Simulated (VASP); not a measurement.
# Rh: single point with PBEsol

Crystal: Rh.

```
CELL_PARAMETERS angstrom
2.68581 0.00000 0.00000
-1.34290 2.32598 0.00000
0.00000 0.00000 4.32923
ATOMIC_POSITIONS crystal
Rh 0.33333 0.66667 0.25000
Rh 0.66667 0.33333 0.75000
```

```yaml
Program: VASP 6.6.1
Task: single point
Functional: PBEsol
Potentials_or_basis: VASP PAW PBE potentials, release 64 (Rh_pv)
Cutoff: 520 eV
k_mesh: 16 × 16 × 9
Occupations: fermi-dirac, width 0.08 eV
Spin: no spin polarisation
Dipole_correction: no
Further_INCAR_settings: ALGO = Normal; EDIFF = 1e-06; NBANDS = 22
```

The pressure is 0.8 GPa and the band gap on the k mesh is zero (band 15 reaches 12.83 eV, above the bottom of band 16 at 10.41 eV).

Levels at points of the mesh, in eV from the Fermi level:
| k point | band 11 | band 12 | band 13 | band 14 | band 15 | band 16 | band 17 | band 18 | band 19 | band 20 |
| --- | --- | --- | --- | --- | --- | --- | --- | --- | --- | --- |
| (0.00, 0.00, 0.00) | -3.14 | -2.59 | -2.59 | -2.00 | -2.00 | 0.14 | 0.14 | 0.65 | 8.79 | 15.79 |
| (0.50, 0.00, 0.00) | -2.79 | -2.31 | -2.28 | 0.43 | 0.67 | 0.75 | 3.05 | 5.18 | 10.40 | 10.91 |

It took 24 s on 1 thread of Intel(R) Xeon(R) 6975P-C (Granite Rapids), on a shared host, peak memory 0.18 GiB.

Caveat: the PAW data sets were made with another functional, which shifts forces and pressure a little.
